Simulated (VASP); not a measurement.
# P (Im-3m) in VASP: a series of runs, part 2 of 2

VASP 6.6.1. Earlier steps stand in the parts before.

### 3 Relaxation of cell and atoms, PBE

This run uses another cell than the first one, of 14.32 Å³/atom, 0.980 times its volume.

File INCAR:

```
ALGO     = Normal         # electronic algorithm
EDIFF    = 1E-6           # SCF threshold, eV
EDIFFG   = -0.01          # ionic threshold
ENCUT    = 600            # plane-wave cutoff, eV
GGA      = PE             # functional
IBRION   = 2              # ionic algorithm
ISIF     = 3              # what is computed and relaxed
ISMEAR   = 0              # smearing method
LASPH    = T              # aspherical terms in the spheres
LCHARG   = F              # write CHGCAR
LREAL    = F              # projectors in reciprocal space
LWAVE    = F              # write WAVECAR
NELM     = 100            # most SCF steps
NSW      = 80             # ionic steps
PREC     = Accurate       # precision mode
SIGMA    = 0.05           # smearing width, eV
```

File KPOINTS:

```
k-points
0
Gamma
  10 10 10
```

File POSCAR:

```
P
1.0
    1.5298248358      1.5298248358      1.5298248358
   -1.5298248358      1.5298248358      1.5298248358
   -1.5298248358     -1.5298248358      1.5298248358
P
1
Direct
    0.0000000000      0.0000000000      0.0000000000
```

Potentials or basis: VASP PAW PBE potentials, release 64 (P).

The run is started by

```
cat potpaw_PBE.64/P/POTCAR > POTCAR
mpirun -np 1 vasp_std > vasp.out
```

OUTCAR:

```text
EDIFF = 1E-6
   EDIFFG = -0.01
   ENCUT = 600
   GGA = PE
   IBRION = 2
   ISIF = 3
   ISMEAR = 0
   LASPH = T
   LREAL = F
   NELM = 100
   NSW = 80
   PREC = Accurate

 ion  position               nearest neighbor table
   1  0.000  0.000  0.000-

  LATTYP: Found a body centered cubic cell.
 ALAT       =     3.0596496716

  Lattice vectors:

 A1 = (   1.5298248358,  -1.5298248358,  -1.5298248358)
 A2 = (   1.5298248358,   1.5298248358,   1.5298248358)
 A3 = (  -1.5298248358,  -1.5298248358,   1.5298248358)

Analysis of symmetry for initial positions (statically):
=====================================================================
 Subroutine PRICEL returns:
 Original cell was already a primitive cell.

 Routine SETGRP: Setting up the symmetry group for a
 body centered cubic supercell.

 Subroutine GETGRP returns: Found 48 space group operations
 (whereof 48 operations were pure point group operations)
 out of a pool of 48 trial point group operations.

The static configuration has the point symmetry O_h .

Analysis of symmetry for dynamics (positions and initial velocities):
=====================================================================
 Subroutine PRICEL returns:
 Original cell was already a primitive cell.

 Routine SETGRP: Setting up the symmetry group for a
 body centered cubic supercell.

 Subroutine GETGRP returns: Found 48 space group operations
 (whereof 48 operations were pure point group operations)
 out of a pool of 48 trial point group operations.

The dynamic configuration has the point symmetry O_h .

 Subroutine INISYM returns: Found 48 space group operations
 (whereof 48 operations are pure point group operations),
 and found     1 'primitive' translations

----------------------------------------------------------------------------------------

                                     Primitive cell

  volume of cell :      14.3214

  direct lattice vectors                    reciprocal lattice vectors
     1.529824836  1.529824836  1.529824836     0.326834804  0.000000000  0.326834804
    -1.529824836  1.529824836  1.529824836    -0.326834804  0.326834804  0.000000000
    -1.529824836 -1.529824836  1.529824836     0.000000000 -0.326834804  0.326834804

  length of vectors
     2.649734342  2.649734342  2.649734342     0.462214212  0.462214212  0.462214212

  position of ions in fractional coordinates (direct lattice)
     0.000000000  0.000000000  0.000000000

  ion indices of the primitive-cell ions
   primitive index   ion index
                 1           1

----------------------------------------------------------------------------------------

 KPOINTS: k-points

Automatic generation of k-mesh.
 Grid dimensions read from file:
 generate k-points for:   10   10   10

[... 86 lines left out ...]
  Thomas-Fermi vector in A             =   2.289402
   LORBIT       =      0    0 simple, 1 ext, 2 COOP (PROOUT), +10 PAW based schemes
   GGA     = PE    functional components
   LHFCALC =     F    Hartree Fock is set to
   AEXX    =    0.0000 exact exchange contribution
   IVDW    =     0    specifies the selected vdW correction
   LEPSILON=     F    determine dielectric tensor
   LRPA    =     F    only Hartree local field effects (RPA)
 conjugate gradient relaxation of ions
 non-spin polarized calculation
 Gauss-broadening in eV      SIGMA  =   0.05
  energy-cutoff  :      600.00
  volume of cell :       14.32
 maximum number of plane-waves:       490
 NGX is ok and might be reduce to    24
   NGX = 11   NGY = 11   NGZ = 11

--------------------------------------- Ionic step        1  -------------------------------------------

 number of electron       4.9999999 magnetization

 Free energy of the ion-electron system (eV)
  ---------------------------------------------------
  ext. energy  EPLUGINS =         0.00000000
  ---------------------------------------------------
  free energy    TOTEN  =        -4.64459611 eV

  energy without entropy =       -4.64263228  energy(sigma->0) =       -4.64361419

------------------------ aborting loop because EDIFF is reached ----------------------------------------

  FORCE on cell =-STRESS in cart. coord.  units (eV):
  Direction    XX          YY          ZZ          XY          YZ          ZX
  --------------------------------------------------------------------------------------
  -------------------------------------------------------------------------------------
  Total       -0.0166075     -0.0166075     -0.0166075     -0.0000000      0.0000000     -0.0000000
  in kB       -1.8579343     -1.8579343     -1.8579343     -0.0000000      0.0000000     -0.0000000
  external PRESSURE =      -1.8579343 kB  Pullay stress =       0.0000000 kB

 VOLUME and BASIS-vectors are now :
 -----------------------------------------------------------------------------
  energy-cutoff  :      600.00
  volume of cell :       14.32
      direct lattice vectors                 reciprocal lattice vectors
     1.529824836  1.529824836  1.529824836     0.326834804  0.000000000  0.326834804
    -1.529824836  1.529824836  1.529824836    -0.326834804  0.326834804  0.000000000
    -1.529824836 -1.529824836  1.529824836     0.000000000 -0.326834804  0.326834804

 POSITION                                       TOTAL-FORCE (eV/Angst)
 -----------------------------------------------------------------------------------
      0.00000      0.00000      0.00000         0.000000      0.000000      0.000000
 -----------------------------------------------------------------------------------
    total drift:                               -0.000000     -0.000000     -0.000000

  FREE ENERGIE OF THE ION-ELECTRON SYSTEM (eV)
  ---------------------------------------------------
  free  energy   TOTEN  =        -4.6445961080 eV

  energy  without entropy=       -4.6426322770  energy(sigma->0) =       -4.64361419

--------------------------------------- Ionic step        2  -------------------------------------------

 number of electron       4.9999999 magnetization

 Free energy of the ion-electron system (eV)
  ---------------------------------------------------
  ext. energy  EPLUGINS =         0.00000000
  ---------------------------------------------------
  free energy    TOTEN  =        -4.64461051 eV

  energy without entropy =       -4.64258155  energy(sigma->0) =       -4.64359603

 E-fermi :   9.8938     XC(G=0): -11.5537

 val. band max:        9.8801990053   @ k =   0.3000   0.2000   0.1000
 cond. band min:       9.9280952938   @ k =   0.1000   0.5000   0.1000
 fundamental gap:      0.0478962885
 Fermi energy:         9.8938405056

 k-point     1 :       0.0000    0.0000    0.0000
  band No.  band energies     occupation
      1      -6.4619      2.00000
      2      17.0756      0.00000
      3      17.0756      0.00000
      4      17.0756      0.00000
      5      21.9236      0.00000
      6      21.9236      0.00000
[... 199 lines left out ...]
 k-point    24 :       0.5000    0.3000    0.1000
  band No.  band energies     occupation
      1      -0.1212      2.00000
      2       5.4288      2.00000
      3       6.8529      2.00000
      4      14.6170      0.00000
      5      19.6030      0.00000
      6      19.6912      0.00000

 [... further k-points ...]
[... 5 lines left out ...]
  --------------------------------------------------------------------------------------
  -------------------------------------------------------------------------------------
  Total        0.0027090      0.0027090      0.0027090     -0.0000000     -0.0000000      0.0000000
  in kB        0.3037913      0.3037913      0.3037913     -0.0000000     -0.0000000      0.0000000
  external PRESSURE =       0.3037913 kB  Pullay stress =       0.0000000 kB

 VOLUME and BASIS-vectors are now :
 -----------------------------------------------------------------------------
  energy-cutoff  :      600.00
  volume of cell :       14.29
      direct lattice vectors                 reciprocal lattice vectors
     1.528599154  1.528599154  1.528599154     0.327096871  0.000000000  0.327096871
    -1.528599154  1.528599154  1.528599154    -0.327096871  0.327096871  0.000000000
    -1.528599154 -1.528599154  1.528599154     0.000000000 -0.327096871  0.327096871

 POSITION                                       TOTAL-FORCE (eV/Angst)
 -----------------------------------------------------------------------------------
     -1.52860      1.52860      1.52860        -0.000000     -0.000000      0.000000
 -----------------------------------------------------------------------------------
    total drift:                                0.000000     -0.000000     -0.000000

  FREE ENERGIE OF THE ION-ELECTRON SYSTEM (eV)
  ---------------------------------------------------
  free  energy   TOTEN  =        -4.6446105068 eV

  energy  without entropy=       -4.6425815549  energy(sigma->0) =       -4.64359603

 reached required accuracy - stopping structural energy minimisation
```

It took 2.9 s on 1 thread of AMD EPYC 9R45 (Zen 5), shared host; peak memory 0.1 GiB.

What came out:

* Free energy: -4.6446 eV
* Relaxed volume: 14.29 Å³/atom
* Relaxed cell: a = 2.648 Å, b = 2.648 Å, c = 2.648 Å, α = 70.53°, β = 109.47°, γ = 70.53°
* Space group after relaxing (to 0.05 Å): Im-3m (No. 229)
* Energy gained by relaxing: 0.0 meV/atom
* Ionic steps: 2
* Pressure after relaxing: 0.0 GPa

Final structure:
```xyz
1
Lattice="1.5286 1.5286 1.5286 -1.5286 1.5286 1.5286 -1.5286 -1.5286 1.5286" Properties=species:S:1:pos:R:3 pbc="T T T"
P    -1.5286    1.5286    1.5286
```
